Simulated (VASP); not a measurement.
# Ir (Im-3m) in VASP: further runs, part 2 of 2

VASP 6.6.1. The steps go on from the part before.

## (3) Single point, PBEsol (volume scaled by 0.96)

Contents of INCAR:

```
SYSTEM = Ir
PREC = Accurate
ENCUT = 520
EDIFF = 1E-7
ISMEAR = -1
SIGMA = 0.1
LREAL = .FALSE.
LASPH = .TRUE.
NELM = 80
ALGO = Normal
ISIF = 2
LWAVE = .FALSE.
LCHARG = .FALSE.
GGA = PS
NBANDS = 10
```

Contents of KPOINTS:

```
Automatic mesh
0
G
  16 16 16
  0 0 0
```

Contents of POSCAR:

```
Ir
1.0
   -1.5178371537      1.5178371537      1.5178371537
    1.5178371537     -1.5178371537      1.5178371537
    1.5178371537      1.5178371537     -1.5178371537
Ir
1
Direct
    0.0000000000      0.0000000000      0.0000000000
```

Potentials or basis: VASP PAW PBE potentials, release 64 (Ir).

Command:

```sh
$ cat potpaw_PBE.64/Ir/POTCAR > POTCAR
$ mpirun -np 1 vasp_std > vasp.out
```

Wall time 9.9 s (1 thread of Intel Xeon 6975P-C (Granite Rapids), shared host); peak memory 0.14 GiB.

It converged, with:

| Property | Result |
| --- | --- |
| Free energy | -9.1514 eV |
| Pressure | 16.7 GPa |

Levels at points of the mesh, in eV from the Fermi level:
```tsv
k point	band 2	band 3	band 4	band 5	band 6	band 7
(0.00, 0.00, 0.00)	-3.81	-3.81	-3.81	-0.58	-0.58	16.94
(0.50, 0.00, 0.00)	-5.76	-0.75	-0.19	-0.03	2.43	8.41
(0.50, 0.50, 0.50)	-7.48	1.66	1.66	1.66	8.03	8.03
```

Caveat: the cell differs from its parent crystal (volume scaled by 0.96); the PAW data sets were made with another functional, which shifts forces and pressure a little; spin-orbit coupling is left out, which moves the levels of the heavy elements.

## (4) Single point, PBEsol

This run uses another cell than the first one, of 14.57 Å³/atom, 1.087 times its volume.

Contents of INCAR:

```
ALGO     = Normal         # electronic algorithm
EDIFF    = 1E-7           # SCF threshold, eV
ENCUT    = 520            # plane-wave cutoff, eV
GGA      = PS             # functional
ISIF     = 2              # what is computed and relaxed
ISMEAR   = -1             # smearing method
LASPH    = T              # aspherical terms in the spheres
LCHARG   = T              # write CHGCAR
LELF     = T              # ELF
LREAL    = F              # projectors in reciprocal space
LVHAR    = T            
LWAVE    = F              # write WAVECAR
NBANDS   = 10             # bands
NELM     = 60             # most SCF steps
PREC     = Accurate       # precision mode
SIGMA    = 0.1            # smearing width, eV
```

Contents of KPOINTS:

```
k-points
0
Gamma
  16 16 16
```

Contents of POSCAR:

```
Ir
1.0
   -1.5386320276      1.5386320276      1.5386320276
    1.5386320276     -1.5386320276      1.5386320276
    1.5386320276      1.5386320276     -1.5386320276
Ir
1
Direct
    0.0000000000      0.0000000000      0.0000000000
```

Potentials or basis: VASP PAW PBE potentials, release 64 (Ir).

Command:

```sh
$ cat potpaw_PBE.64/Ir/POTCAR > POTCAR
$ mpirun -np 1 vasp_std > vasp.out
```

OUTCAR:

```text
EDIFF = 1E-7
   ENCUT = 520
   GGA = PS
   ISIF = 2
   ISMEAR = -1
   LASPH = T
   LREAL = F
   NELM = 60
   PREC = Accurate

 ion  position               nearest neighbor table
   1  0.000  0.000  0.000-

  LATTYP: Found a body centered cubic cell.
 ALAT       =     3.0772640552

  Lattice vectors:

 A1 = (  -1.5386320276,   1.5386320276,   1.5386320276)
 A2 = (   1.5386320276,  -1.5386320276,   1.5386320276)
 A3 = (   1.5386320276,   1.5386320276,  -1.5386320276)

[... 479 lines left out ...]
      1       2.8842      2.00000
      2       4.6327      2.00000
      3       5.4709      2.00000
      4       8.4079      1.99996
      5       9.5119      0.95372
      6      11.7583      0.00000
      7      20.8528      0.00000
      8      23.9388      0.00000
      9      26.7078      0.00000
     10      31.0449      0.00000

 [... further k-points ...]
[... 5 lines left out ...]
  --------------------------------------------------------------------------------------
  -------------------------------------------------------------------------------------
  Total        0.0876343      0.0876343      0.0876343      0.0000000      0.0000000      0.0000000
  in kB        9.6365274      9.6365274      9.6365274      0.0000000      0.0000000      0.0000000
  external PRESSURE =       9.6365274 kB  Pullay stress =       0.0000000 kB

 VOLUME and BASIS-vectors are now :
 -----------------------------------------------------------------------------
  energy-cutoff  :      520.00
  volume of cell :       14.57
      direct lattice vectors                 reciprocal lattice vectors
    -1.538632028  1.538632028  1.538632028     0.000000000  0.324963988  0.324963988
     1.538632028 -1.538632028  1.538632028     0.324963988  0.000000000  0.324963988
     1.538632028  1.538632028 -1.538632028     0.324963988  0.324963988  0.000000000

 POSITION                                       TOTAL-FORCE (eV/Angst)
 -----------------------------------------------------------------------------------
      0.00000      0.00000      0.00000        -0.000000      0.000000      0.000000
 -----------------------------------------------------------------------------------
    total drift:                                0.000000      0.000000      0.000000

  FREE ENERGIE OF THE ION-ELECTRON SYSTEM (eV)
  ---------------------------------------------------
  free  energy   TOTEN  =        -9.1826780427 eV

  energy  without entropy=       -9.1077429968  energy(sigma->0) =       -9.14521052
```

OSZICAR:

```text
N       E                     dE             d eps       ncg     rms          rms(c)
DAV:   1     0.466440299053E+02    0.46644E+02   -0.43685E+03  2932   0.819E+02
DAV:   2    -0.877399090297E+01   -0.55418E+02   -0.53158E+02  2968   0.194E+02
DAV:   3    -0.969964092578E+01   -0.92565E+00   -0.91637E+00  3300   0.303E+01
DAV:   4    -0.970862036923E+01   -0.89794E-02   -0.89769E-02  3282   0.282E+00
DAV:   5    -0.970880876316E+01   -0.18839E-03   -0.18839E-03  3388   0.401E-01    0.155E+01
DAV:   6    -0.926689232268E+01    0.44192E+00   -0.81004E-01  3230   0.107E+01    0.676E+00
DAV:   7    -0.918845721165E+01    0.78435E-01   -0.24993E-01  3368   0.536E+00    0.177E+00
DAV:   8    -0.918360241334E+01    0.48548E-02   -0.88617E-03  3192   0.137E+00    0.810E-01
DAV:   9    -0.918267432310E+01    0.92809E-03   -0.42673E-04  3226   0.294E-01    0.316E-02
DAV:  10    -0.918267733035E+01   -0.30072E-05   -0.34717E-06  3466   0.154E-02    0.147E-02
DAV:  11    -0.918267811179E+01   -0.78144E-06   -0.91557E-07  3304   0.124E-02    0.461E-04
DAV:  12    -0.918267804269E+01    0.69100E-07   -0.80947E-09  1722   0.113E-03
   1 F= -.91826780E+01 E0= -.91452105E+01  d E =-.749350E-01
```

It took 11 s on 1 thread of Intel Xeon 6975P-C (Granite Rapids), shared host; peak memory 0.14 GiB.

Results:

- Free energy: -9.1827 eV
- Pressure: 1.0 GPa

Caveat: the PAW data sets were made with another functional, which shifts forces and pressure a little; spin-orbit coupling is left out, which moves the levels of the heavy elements.

## (5) Single point, PBEsol (volume scaled by 1.04)

Contents of INCAR:

```
SYSTEM = Ir
  ALGO = Normal
  EDIFF = 1E-6
  ENCUT = 520
  GGA = PS
  ISIF = 2
  ISMEAR = -1
  LASPH = .TRUE.
  LCHARG = .FALSE.
  LREAL = .FALSE.
  LWAVE = .FALSE.
  NBANDS = 10
  NELM = 60
  PREC = Accurate
  SIGMA = 0.1
```

Contents of KPOINTS:

```
k-points
0
G
  16 16 16
  0 0 0
```

Contents of POSCAR:

```
Ir
1.0
   -1.5588795077      1.5588795077      1.5588795077
    1.5588795077     -1.5588795077      1.5588795077
    1.5588795077      1.5588795077     -1.5588795077
Ir
1
Direct
    0.0000000000      0.0000000000      0.0000000000
```

Potentials or basis: VASP PAW PBE potentials, release 64 (Ir).

Command:

```sh
$ cat potpaw_PBE.64/Ir/POTCAR > POTCAR
$ mpirun -np 1 vasp_std > vasp.out
```

OUTCAR:

```text
SYSTEM = Ir
   EDIFF = 1E-6
   ENCUT = 520
   GGA = PS
   ISIF = 2
   ISMEAR = -1
   LASPH = .TRUE.
   LREAL = .FALSE.
   NELM = 60
   PREC = Accurate

 ion  position               nearest neighbor table
   1  0.000  0.000  0.000-

  LATTYP: Found a body centered cubic cell.
 ALAT       =     3.1177590154

  Lattice vectors:

 A1 = (  -1.5588795077,   1.5588795077,   1.5588795077)
 A2 = (   1.5588795077,  -1.5588795077,   1.5588795077)
 A3 = (   1.5588795077,   1.5588795077,  -1.5588795077)

Analysis of symmetry for initial positions (statically):
[... 480 lines left out ...]
      3       5.0574      2.00000
      4       7.8487      1.99993
      5       8.8725      0.97964
      6      11.0047      0.00000
      7      19.8543      0.00000
      8      22.9342      0.00000
      9      25.7272      0.00000
     10      30.1262      0.00000

 [... further k-points ...]
[... 5 lines left out ...]
  --------------------------------------------------------------------------------------
  -------------------------------------------------------------------------------------
  Total       -1.0802325     -1.0802325     -1.0802325     -0.0000000      0.0000000      0.0000000
  in kB     -114.2168491   -114.2168491   -114.2168491     -0.0000000      0.0000000      0.0000000
  external PRESSURE =    -114.2168491 kB  Pullay stress =       0.0000000 kB

 VOLUME and BASIS-vectors are now :
 -----------------------------------------------------------------------------
  energy-cutoff  :      520.00
  volume of cell :       15.15
      direct lattice vectors                 reciprocal lattice vectors
    -1.558879508  1.558879508  1.558879508     0.000000000  0.320743199  0.320743199
     1.558879508 -1.558879508  1.558879508     0.320743199  0.000000000  0.320743199
     1.558879508  1.558879508 -1.558879508     0.320743199  0.320743199  0.000000000

 POSITION                                       TOTAL-FORCE (eV/Angst)
 -----------------------------------------------------------------------------------
      0.00000      0.00000      0.00000        -0.000000      0.000000     -0.000000
 -----------------------------------------------------------------------------------
    total drift:                                0.000000     -0.000000      0.000000

  FREE ENERGIE OF THE ION-ELECTRON SYSTEM (eV)
  ---------------------------------------------------
  free  energy   TOTEN  =        -9.1629838187 eV

  energy  without entropy=       -9.0845258443  energy(sigma->0) =       -9.12375483
```

OSZICAR:

```text
N       E                     dE             d eps       ncg     rms          rms(c)
DAV:   1     0.467899690429E+02    0.46790E+02   -0.43243E+03  2932   0.810E+02
DAV:   2    -0.876348946396E+01   -0.55553E+02   -0.52903E+02  2960   0.194E+02
DAV:   3    -0.969961037435E+01   -0.93612E+00   -0.92682E+00  3330   0.302E+01
DAV:   4    -0.970843159257E+01   -0.88212E-02   -0.88186E-02  3286   0.278E+00
DAV:   5    -0.970861515365E+01   -0.18356E-03   -0.18356E-03  3338   0.393E-01    0.139E+01
DAV:   6    -0.924166043649E+01    0.46695E+00   -0.92200E-01  3236   0.113E+01    0.591E+00
DAV:   7    -0.916857860357E+01    0.73082E-01   -0.24621E-01  3312   0.523E+00    0.177E+00
DAV:   8    -0.916333617116E+01    0.52424E-02   -0.72302E-03  3198   0.123E+00    0.512E-01
DAV:   9    -0.916297931318E+01    0.35686E-03   -0.19156E-04  3230   0.199E-01    0.275E-02
DAV:  10    -0.916298333174E+01   -0.40186E-05   -0.36073E-06  3534   0.148E-02    0.732E-03
DAV:  11    -0.916298381869E+01   -0.48694E-06   -0.47451E-07  1774   0.965E-03
   1 F= -.91629838E+01 E0= -.91237548E+01  d E =-.784580E-01
```

stdout:

```text
POSCAR found type information on POSCAR Ir
 POSCAR found :  1 types and       1 ions
 scaLAPACK will be used
 -----------------------------------------------------------------------------
|                                                                             |
|                                                                             |
|     You enforced a specific xc type in the INCAR file but a different       |
|     I HOPE YOU KNOW WHAT YOU ARE DOING!                                     |
|                                                                             |
 -----------------------------------------------------------------------------

 LDA part: xc-table for (Slater+PW92), standard interpolation
 POSCAR, INCAR and KPOINTS ok, starting setup
 FFT: planning ... GRIDC
 FFT: planning ... GRID_SOFT
 FFT: planning ... GRID
 WAVECAR not read
 entering main loop
```

It took 7.1 s on 1 thread of Intel Xeon 6975P-C (Granite Rapids), shared host; peak memory 0.14 GiB.

What came out:

```yaml
Free_energy: -9.1630 eV
Pressure: -11.4 GPa
```

Caveat: the cell differs from its parent crystal (volume scaled by 1.04); the PAW data sets were made with another functional, which shifts forces and pressure a little; spin-orbit coupling is left out, which moves the levels of the heavy elements.

## (6) Overview

```tsv
cell	gap on the mesh (eV)	pressure (GPa)
a = 2.592 Å, angles 109.5°, 1 atom	none	36.8
a = 2.629 Å, angles 109.5°, 1 atom	none	16.7
a = 2.665 Å, angles 109.5°, 1 atom	none	1.0
a = 2.700 Å, angles 109.5°, 1 atom	none	-11.4
```

Alike in all rows: task single point; level PBEsol; potentials or basis VASP PAW PBE potentials, release 64 (Ir); no spin polarisation; k mesh 16 × 16 × 16; cutoff (eV) 520; smearing fermi-dirac 0.1 eV.

Caveats: the PAW data sets were made with another functional, which shifts forces and pressure a little; spin-orbit coupling is left out, which moves the levels of the heavy elements.

Absolute energies hang on the potentials; compare differences alone.
